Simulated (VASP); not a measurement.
# Ba (Cmcm) in VASP: a series of runs

Ba is run at these levels: PBE; tasks: relaxation of cell and atoms, single point.

Program: VASP 6.6.1. These are calculated values, not measurements. Logs are shortened: lines on timing, memory, paths and dates and some standing lists are left out, and cuts for length are marked.

## 1. The cell of the first run

Symmetry: Cmcm, No. 63, orthorhombic system. Conventional cell: a = 7.265 Å, b = 4.909 Å, c = 7.278 Å, α = 90.00°, β = 90.00°, γ = 90.00°. Ba (site symmetry m2m) has 14 Ba at 4.36 to 5.14 Å within 5.7 Å.

## 2. Relaxation of cell and atoms, PBE

File INCAR:

```
SYSTEM = Ba
ALGO = Normal
EDIFF = 1E-7
EDIFFG = -0.005
ENCUT = 600
GGA = PE
IBRION = 2
ISIF = 3
ISMEAR = 0
LASPH = .True.
LCHARG = .False.
LREAL = .False.
LWAVE = .False.
NELM = 100
NSW = 100
PREC = Accurate
SIGMA = 0.1
```

File KPOINTS:

```
k-points
0
Gamma
  10 10 6
  0 0 0
```

File POSCAR:

```
Ba
1.0
    3.6325320000     -2.4543450000      0.0000000000
    3.6325320000      2.4543450000      0.0000000000
    0.0000000000      0.0000000000      7.2781340000
Ba
2
Direct
    0.7441300000      0.2558700000      0.2500000000
    0.2558700000      0.7441300000      0.7500000000
```

Potentials or basis: VASP PAW PBE potentials, release 64 (Ba_sv).

On the command line:

```
cat potpaw_PBE.64/Ba_sv/POTCAR > POTCAR
mpirun -np 1 vasp_std > vasp.out
```

OUTCAR:

```text
SYSTEM = Ba
   EDIFF = 1E-7
   EDIFFG = -0.005
   ENCUT = 600
   GGA = PE
   IBRION = 2
   ISIF = 3
   ISMEAR = 0
   LASPH = .True.
   LREAL = .False.
   NELM = 100
   NSW = 100
   PREC = Accurate

 ion  position               nearest neighbor table
   1  0.744  0.256  0.250-   2 4.36   2 4.36   2 4.42   2 4.42
   2  0.256  0.744  0.750-   1 4.36   1 4.36   1 4.42   1 4.42

  LATTYP: Found a base centered orthorhombic cell.
 ALAT       =     4.9086900000
 B/A-ratio  =     1.4800413145
 C/A-ratio  =     1.4827039393

  Lattice vectors:

 A1 = (  -3.6325320000,  -2.4543450000,   0.0000000000)
 A2 = (   3.6325320000,  -2.4543450000,   0.0000000000)
 A3 = (   0.0000000000,   0.0000000000,   7.2781340000)

Analysis of symmetry for initial positions (statically):
=====================================================================
 Subroutine PRICEL returns:
 Original cell was already a primitive cell.

 Routine SETGRP: Setting up the symmetry group for a
 base centered orthorhombic supercell.

 Subroutine GETGRP returns: Found  8 space group operations
 (whereof  4 operations were pure point group operations)
 out of a pool of  8 trial point group operations.

The static configuration has the point symmetry C_2h.
 The point group associated with its full space group is D_2h.

Analysis of symmetry for dynamics (positions and initial velocities):
=====================================================================
 Subroutine PRICEL returns:
 Original cell was already a primitive cell.

 Routine SETGRP: Setting up the symmetry group for a
 base centered orthorhombic supercell.

 Subroutine GETGRP returns: Found  8 space group operations
 (whereof  4 operations were pure point group operations)
 out of a pool of  8 trial point group operations.

The dynamic configuration has the point symmetry C_2h.
 The point group associated with its full space group is D_2h.

 Subroutine INISYM returns: Found  8 space group operations
 (whereof  4 operations are pure point group operations),
 and found     1 'primitive' translations

----------------------------------------------------------------------------------------

                                     Primitive cell

  volume of cell :     129.7762

  direct lattice vectors                    reciprocal lattice vectors
     3.632532000 -2.454345000  0.000000000     0.137645037 -0.203720341  0.000000000
     3.632532000  2.454345000  0.000000000     0.137645037  0.203720341  0.000000000
     0.000000000  0.000000000  7.278134000     0.000000000  0.000000000  0.137397855

  length of vectors
     4.383959182  4.383959182  7.278134000     0.245862021  0.245862021  0.137397855

  position of ions in fractional coordinates (direct lattice)
     0.744130000  0.255870000  0.250000000
     0.255870000  0.744130000  0.750000000

  ion indices of the primitive-cell ions
   primitive index   ion index
                 1           1
                 2           2

----------------------------------------------------------------------------------------

 KPOINTS: k-points

Automatic generation of k-mesh.
 Grid dimensions read from file:
 generate k-points for:   10   10    6

 Generating k-lattice:

  Cartesian coordinates                     Fractional coordinates (reciprocal lattice)
     0.013764504 -0.020372034  0.000000000     0.100000000  0.000000000  0.000000000
     0.013764504  0.020372034  0.000000000     0.000000000  0.100000000  0.000000000
     0.000000000  0.000000000  0.022899642     0.000000000  0.000000000  0.166666667

  Length of vectors
     0.024586202  0.024586202  0.022899642

  Shift w.r.t. Gamma in fractional coordinates (k-lattice)
     0.000000000  0.000000000  0.000000000

 Subroutine IBZKPT returns following result:
 ===========================================

 Found    124 irreducible k-points:

 Following reciprocal coordinates:
            Coordinates               Weight
  0.000000  0.000000  0.000000      1.000000
  0.100000  0.000000  0.000000      4.000000
  0.200000  0.000000  0.000000      4.000000
  0.300000  0.000000  0.000000      4.000000
  0.400000  0.000000  0.000000      4.000000
  0.500000  0.000000  0.000000      2.000000
[... 16 lines left out ...]
  0.300000  0.300000  0.000000      2.000000
  0.400000  0.300000  0.000000      4.000000
 [... further k-points ...]
   k-points           NKPTS =    124   k-points in BZ     NKDIM =    124   number of bands    NBANDS=     14
   number of dos      NEDOS =    301   number of ions     NIONS =      2
   total plane-waves  NPLWV =  77760
   dimension x,y,z NGX =    36 NGY =   36 NGZ =   60
   dimension x,y,z NGXF=    72 NGYF=   72 NGZF=  120
   ions per type =               2
   NGX,Y,Z   is equivalent  to a cutoff of  13.65, 13.65, 13.71 a.u.
   NGXF,Y,Z  is equivalent  to a cutoff of  27.30, 27.30, 27.41 a.u.
 SYSTEM =  Ba
   PREC   = accura    normal or accurate (medium, high low for compatibility)
   ISTART =      0    job   : 0-new  1-cont  2-samecut
   ICHARG =      2    charge: 1-file 2-atom 10-const
   ISPIN  =      1    spin polarized calculation?
   LNONCOLLINEAR =      F non collinear calculations
   LSORBIT =      F    spin-orbit coupling
   LASPH  =      T    aspherical Exc in radial PAW
   ENCUT  =  600.0 eV  44.10 Ry    6.64 a.u.   8.76  8.76 14.54*2*pi/ulx,y,z
   NELM   =    100;   NELMIN=  2; NELMDL= -5     # of ELM steps
   EDIFF  = 0.1E-06   stopping-criterion for ELM
   LREAL  =      F    real-space projection
   EDIFFG = -.5E-02   stopping-criterion for IOM
   NSW    =    100    number of steps for IOM
   IBRION =      2    ionic relax: 0-MD 1-quasi-New 2-CG
   NFREE  =      1    steps in history (QN), initial steepest desc. (CG)
   ISIF   =      3    stress and relaxation
   ISYM   =      2    0-nonsym 1-usesym 2-fastsym
   POTIM  = 0.5000    time-step for ionic-motion
   TEBEG  =    0.0;   TEEND  =   0.0 temperature during run
   PSTRESS=    0.0 pullay stress
   NELECT =      20.0000    total number of electrons
   NUPDOWN=      -1.0000    fix difference up-down
   EMIN   =  10.00;   EMAX   =-10.00  energy-range for DOS
   EFERMI =   0.00;   METHOD = LEGACY
   ISMEAR =     0;   SIGMA  =   0.10  broadening in eV -4-tet -1-fermi 0-gaus
   EFERMI_NEDOS =   21; number of points for ismear=-14 and -15
   IALGO  =     38    algorithm
   IMIX   =      4    mixing-type and parameters
     AMIX     =   0.40;   BMIX     =  1.00
     AMIX_MAG =   1.60;   BMIX_MAG =  1.00
  volume/ion in A,a.u.               =      64.89       437.89
  Fermi-wavevector in a.u.,A,eV,Ry     =   0.877714  1.658639 10.481687  0.770382
  Thomas-Fermi vector in A             =   1.997701
   LORBIT       =      0    0 simple, 1 ext, 2 COOP (PROOUT), +10 PAW based schemes
   GGA     = PE    functional components
   LHFCALC =     F    Hartree Fock is set to
   AEXX    =    0.0000 exact exchange contribution
   IVDW    =     0    specifies the selected vdW correction
   LEPSILON=     F    determine dielectric tensor
   LRPA    =     F    only Hartree local field effects (RPA)
 conjugate gradient relaxation of ions
 non-spin polarized calculation
 Gauss-broadening in eV      SIGMA  =   0.10
  energy-cutoff  :      600.00
  volume of cell :      129.78
 maximum number of plane-waves:      4357
   NGX = 17   NGY = 17   NGZ = 29

--------------------------------------- Ionic step        1  -------------------------------------------

 number of electron      19.9999998 magnetization

 Free energy of the ion-electron system (eV)
  ---------------------------------------------------
  ext. energy  EPLUGINS =         0.00000000
  ---------------------------------------------------
  free energy    TOTEN  =        -3.81681491 eV

  energy without entropy =       -3.80471177  energy(sigma->0) =       -3.81076334

------------------------ aborting loop because EDIFF is reached ----------------------------------------

  FORCE on cell =-STRESS in cart. coord.  units (eV):
  Direction    XX          YY          ZZ          XY          YZ          ZX
  --------------------------------------------------------------------------------------
  -------------------------------------------------------------------------------------
  Total       -0.1888859     -0.0011400     -0.2047269      0.0000000      0.0000000      0.0000000
  in kB       -2.3319272     -0.0140747     -2.5274950      0.0000000      0.0000000      0.0000000
  external PRESSURE =      -1.6244990 kB  Pullay stress =       0.0000000 kB
[... 89 lines left out ...]
  FREE ENERGIE OF THE ION-ELECTRON SYSTEM (eV)
  ---------------------------------------------------
  free  energy   TOTEN  =        -3.8197089632 eV

  energy  without entropy=       -3.8075116158  energy(sigma->0) =       -3.81361029

[... ionic steps 4 to 9 ...]

--------------------------------------- Ionic step       10  -------------------------------------------

 number of electron      20.0000000 magnetization

------------------------ aborting loop because EDIFF is reached ----------------------------------------
[... 67 lines left out ...]
--------------------------------------- Ionic step       12  -------------------------------------------

 number of electron      20.0000000 magnetization

 Free energy of the ion-electron system (eV)
  ---------------------------------------------------
  ext. energy  EPLUGINS =         0.00000000
  ---------------------------------------------------
  free energy    TOTEN  =        -3.82227390 eV

  energy without entropy =       -3.81022835  energy(sigma->0) =       -3.81625113

 E-fermi :   1.5988     XC(G=0):  -7.3772

 val. band max:        1.5899003916   @ k =   0.4000   0.0000   0.0000
 cond. band min:       1.6106630248   @ k =  -0.4000   0.3000   0.3333
 fundamental gap:      0.0207626333
 Fermi energy:         1.5988458689

 k-point     1 :       0.0000    0.0000    0.0000
  band No.  band energies     occupation
      1     -27.2881      2.00000
      2     -27.2468      2.00000
      3     -12.6876      2.00000
      4     -12.3870      2.00000
      5     -12.2465      2.00000
      6     -12.2438      2.00000
      7     -12.2437      2.00000
      8     -12.2429      2.00000
      9      -1.1317      2.00000
     10       0.7291      2.00000
     11       2.2960      0.00000
     12       2.8341      0.00000
     13       3.4241      0.00000
     14       3.4321      0.00000
[... 377 lines left out ...]
      1     -27.2545      2.00000
      2     -27.2234      2.00000
      3     -12.6010      2.00000
      4     -12.5713      2.00000
      5     -12.5474      2.00000
      6     -12.4627      2.00000
      7     -12.3616      2.00000
      8     -12.2562      2.00000
      9       0.5448      2.00000
     10       1.3633      1.99913
     11       1.3923      1.99651
     12       2.4282      0.00000
     13       2.5027      0.00000
     14       3.6320      0.00000

 [... further k-points ...]
[... 5 lines left out ...]
  --------------------------------------------------------------------------------------
  -------------------------------------------------------------------------------------
  Total        0.0004521     -0.0013061      0.0007364      0.0000000      0.0000000      0.0000000
  in kB        0.0056920     -0.0164435      0.0092715      0.0000000      0.0000000      0.0000000
  external PRESSURE =      -0.0004933 kB  Pullay stress =       0.0000000 kB
[... 17 lines left out ...]
  FREE ENERGIE OF THE ION-ELECTRON SYSTEM (eV)
  ---------------------------------------------------
  free  energy   TOTEN  =        -3.8222739033 eV

  energy  without entropy=       -3.8102283549  energy(sigma->0) =       -3.81625113

 reached required accuracy - stopping structural energy minimisation
```

Wall time 23 min (1 thread of Intel Xeon Platinum 8488C (Sapphire Rapids), shared host); peak memory 0.46 GiB.

What came out:

- Free energy: -3.8223 eV
- Relaxed volume: 63.63 Å³/atom
- Relaxed cell: a = 4.354 Å, b = 4.354 Å, c = 7.112 Å, α = 90.00°, β = 90.00°, γ = 70.68°
- Space group after relaxing (to 0.1 Å): Im-3m (No. 229)
- Energy gained by relaxing: 2.7 meV/atom
- Ionic steps: 12
- Pressure after relaxing: 0.0 GPa
- Band gap on the k mesh: zero (bands 10 and 11 overlap by 0.94 eV)

Step by step:
```tsv
step	energy change (eV)	largest force (eV/Å)	pressure (GPa)	volume (Å³)
1	0.0000	0.0377	-0.16	129.78
2	-0.0017	0.0357	-0.08	128.54
3	-0.0029	0.0323	0.06	126.50
4	-0.0029	0.0318	0.07	126.27
5	-0.0037	0.0281	0.06	126.45
6	-0.0052	0.0167	0.02	126.99
7	-0.0041	0.0075	-0.05	127.95
8	-0.0054	0.0092	0.00	127.29
9	-0.0054	0.0097	0.00	127.26
10	-0.0054	0.0078	0.00	127.25
11	-0.0054	0.0021	0.00	127.23
12	-0.0055	0.0000	0.00	127.26
```

Final structure:
```cif
data_structure
_symmetry_space_group_name_H-M 'P 1'
_symmetry_Int_Tables_number 1
_cell_length_a 4.3545
_cell_length_b 4.3545
_cell_length_c 7.1121
_cell_angle_alpha 90.000
_cell_angle_beta 90.000
_cell_angle_gamma 70.680
_cell_volume 127.26
loop_
_atom_site_label
_atom_site_type_symbol
_atom_site_fract_x
_atom_site_fract_y
_atom_site_fract_z
_atom_site_occupancy
Ba1 Ba 0.74998 0.25002 0.25000 1
Ba2 Ba 0.25002 0.74998 0.75000 1
```

Levels at points of the mesh, in eV from the Fermi level:
```csv
k point,band 6,band 7,band 8,band 9,band 10,band 11,band 12,band 13,band 14
"(0.00, 0.00, 0.00)",-13.84,-13.84,-13.84,-2.73,-0.87,0.70,1.24,1.83,1.83
"(0.50, 0.00, 0.00)",-14.03,-13.89,-13.89,-0.43,-0.43,0.49,0.50,0.88,0.88
"(0.50, 0.50, 0.00)",-14.15,-13.99,-13.85,-0.87,-0.52,-0.51,0.70,1.24,3.20
"(0.00, 0.00, 0.50)",-13.92,-13.84,-13.84,-1.73,-1.73,1.17,1.17,1.17,1.17
"(0.50, 0.00, 0.50)",-13.99,-13.85,-13.85,-0.87,-0.87,0.71,0.71,1.23,1.23
"(0.50, 0.50, 0.50)",-14.07,-14.00,-14.00,-0.21,-0.21,0.19,0.19,1.80,1.80
```

Caveat: spin-orbit coupling is left out, which moves the levels of the heavy elements.

## 3. Single point, PBE

File INCAR:

```
SYSTEM = Ba
PREC = Accurate
ENCUT = 520
EDIFF = 1E-6
ISMEAR = 0
SIGMA = 0.1
LREAL = .False.
LASPH = .True.
NELM = 100
ALGO = Normal
ISIF = 2
LWAVE = .False.
LCHARG = .True.
GGA = PE
LELF = .True.
LVHAR = .True.
NBANDS = 17
```

File KPOINTS:

```
regular mesh
0
Gamma
  4 4 4
  0 0 0
```

POSCAR is that of step 2.

Potentials or basis: VASP PAW PBE potentials, release 64 (Ba_sv).

On the command line:

```
cat potpaw_PBE.64/Ba_sv/POTCAR > POTCAR
mpirun -np 1 vasp_std > vasp.out
```

Run time: 38 s. Hardware: 1 thread of Intel Xeon Platinum 8488C (Sapphire Rapids), shared host; peak memory 0.25 GiB.

Results (log left out):

* Free energy: -3.8152 eV
* Pressure: -0.1 GPa
* Largest force: 0.038 eV/Å
* Band gap on the k mesh: zero (bands 10 and 11 overlap by 0.92 eV)

Forces in eV/Å, atoms in the order of the input:
```
Ba   0.000 -0.038  0.000
Ba   0.000  0.038  0.000
```

Stress tensor (GPa, compression positive):
```
-0.09  0.00  0.00
 0.00  0.08  0.00
 0.00  0.00 -0.24
```

Levels at points of the mesh, in eV from the Fermi level:
```csv
k point,band 8,band 9,band 10,band 11,band 12,band 13
"(0.00, 0.00, 0.00)",-13.90,-2.74,-0.90,0.88,1.06,1.62
"(0.50, 0.00, 0.00)",-13.96,-0.46,-0.42,0.41,0.50,0.84
"(0.50, 0.50, 0.00)",-13.90,-0.90,-0.54,-0.47,0.89,1.07
"(0.00, 0.00, 0.50)",-13.90,-1.79,-1.79,1.07,1.07,1.31
"(0.50, 0.00, 0.50)",-13.92,-0.86,-0.86,0.60,0.60,1.21
"(0.50, 0.50, 0.50)",-14.05,-0.25,-0.25,0.12,0.12,1.79
```

Caveat: the k points lie up to 0.39 Å⁻¹ apart, too coarse for converged energies and pressures of a metal; spin-orbit coupling is left out, which moves the levels of the heavy elements.

The gap in the log of VASP goes by the Fermi energy; the results here count the filled bands.